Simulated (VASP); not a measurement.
Wanted: the native input for a VASP 6.6.1 run.

- Task: single point
- Functional: PBE
- Potentials or basis: VASP PAW PBE potentials, release 64 (C, O)
- Cutoff: 600 eV
- k mesh: 4 × 4 × 4
- Occupations: gaussian, width 0.1 eV
- Spin: no spin polarisation
- Dipole correction: no
- Further INCAR settings: ALGO = Normal; EDIFF = 1e-06; NBANDS = 30

The structure of CO lies in POSCAR:

```
CO
1.0
    5.6300000000      0.0000000000      0.0000000000
    0.0000000000      5.6300000000      0.0000000000
    0.0000000000      0.0000000000      5.6300000000
C O
4 4
Direct
    0.9580000000      0.9580000000      0.9580000000
    0.5420000000      0.0420000000      0.4580000000
    0.4580000000      0.5420000000      0.0420000000
    0.0420000000      0.4580000000      0.5420000000
    0.0670000000      0.0670000000      0.0670000000
    0.4330000000      0.9330000000      0.5670000000
    0.5670000000      0.4330000000      0.9330000000
    0.9330000000      0.5670000000      0.4330000000
```

The input as run:

INCAR

```
PREC = Accurate ; ENCUT = 600
EDIFF = 1E-6 ; ISMEAR = 0
SIGMA = 0.1 ; LREAL = False
LASPH = True ; NELM = 120
ALGO = Normal ; ISIF = 2
LWAVE = False ; LCHARG = False
GGA = PE ; NBANDS = 30
GGA_COMPAT = False
```

KPOINTS

```
Automatic mesh
0
Gamma
  4 4 4
```

Potentials or basis: VASP PAW PBE potentials, release 64 (C, O).

The run is started by

```bash
$ cat potpaw_PBE.64/C/POTCAR potpaw_PBE.64/O/POTCAR > POTCAR
$ mpirun -np 1 vasp_std > vasp.out
```

Results of the run:

```
Pressure               : 15.6 GPa
Largest force          : 12.099 eV/Å
Band gap on the k mesh : 6.45 eV
```

Caveat: the cell stands under pressure; this functional lacks dispersion, which holds the molecules together, so the pressure and a relaxed volume are unreliable; forces of over 1 eV/Å act on the atoms, so gaps and moduli don't describe the material at rest.

Run time: 44 s on 1 thread of Intel(R) Xeon(R) 6975P-C (Granite Rapids), on a shared host, peak memory 0.31 GiB.
